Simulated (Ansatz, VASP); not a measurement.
One calculation of BN, two programs

File POSCAR:

```
BN
1.0
    0.0000000000     -1.8130010000     -1.8130010000
    0.0000000000      1.8130010000     -1.8130010000
    3.6260020000      0.0000000000      0.0000000000
B N
2 2
Direct
    0.5000000000      0.5000000000      0.5000000000
    0.0000000000      0.0000000000      0.0000000000
    0.0000000000      0.5000000000      0.2500000000
    0.5000000000      0.0000000000      0.7500000000
```

INCAR.step1

```
SYSTEM = BN
  ALGO = Normal
  EDIFF = 1E-4
  ENCUT = 520
  GGA = PE
  ISMEAR = 0
  LASPH = .TRUE.
  LCHARG = .FALSE.
  LREAL = .FALSE.
  LWAVE = .TRUE.
  NBANDS = 16
  NELM = 60
  PREC = Accurate
  SIGMA = 0.05
```

The input INCAR.step2:

```
SYSTEM = BN
  ALGO = Normal
  EDIFF = 1E-6
  ENCUT = 520
  ISIF = 2
  ISMEAR = 0
  ISTART = 1
  LASPH = .TRUE.
  LCHARG = .TRUE.
  LELF = .TRUE.
  LMIXTAU = .TRUE.
  LREAL = .FALSE.
  LVHAR = .TRUE.
  LWAVE = .FALSE.
  METAGGA = R2SCAN
  NBANDS = 16
  NELM = 60
  PREC = Accurate
  SIGMA = 0.05
```

Contents of KPOINTS:

```
k-points
0
G
  10 10 6
  0 0 0
```

Input for Ansatz:

```yaml
crystal:
  lattice:
    - [0.0, -1.813001, -1.813001]
    - [0.0, 1.813001, -1.813001]
    - [3.626002, 0.0, 0.0]
  atoms:
    - { symbol: B, position: [0.5, 0.5, 0.5] }
    - { symbol: B, position: [0.0, 0.0, 0.0] }
    - { symbol: "N", position: [0.0, 0.5, 0.25] }
    - { symbol: "N", position: [0.5, 0.0, 0.75] }
basis:
  ecutwfc: 500
kpoints:
  mp_grid: { grid: [10, 10, 6] }
hamiltonian:
  xc: r2scan
scf:
  occupations: { method: gaussian, width: 0.05 }
output:
  forces: true
  stress: true
  eigenvalues: true
```

Alike in both runs: task single point; functional r2SCAN; k mesh 10 × 10 × 6; occupations gaussian, width 0.05 eV; no spin polarisation.

|  | VASP | Ansatz |
| --- | --- | --- |
| version | VASP 6.6.1 | Ansatz 0.2.0 |
| potentials or method | VASP PAW PBE potentials, release 64 (B, N), cutoff 520 eV | scalar-relativistic, plane waves, PAW |
| valence electrons in the cell | 16 | 16 |

VASP gave:

* gap on the k mesh at the Fermi level (eV): 4.96
* least direct gap on the mesh (eV): 4.96
* pressure (GPa): -4.1

What did Ansatz give for the same quantities?

gap on the k mesh at the Fermi level (eV): 4.99; least direct gap on the mesh (eV): 4.99; pressure (GPa): -5.2.

VASP's potentials were made for PBE, not for r2SCAN.
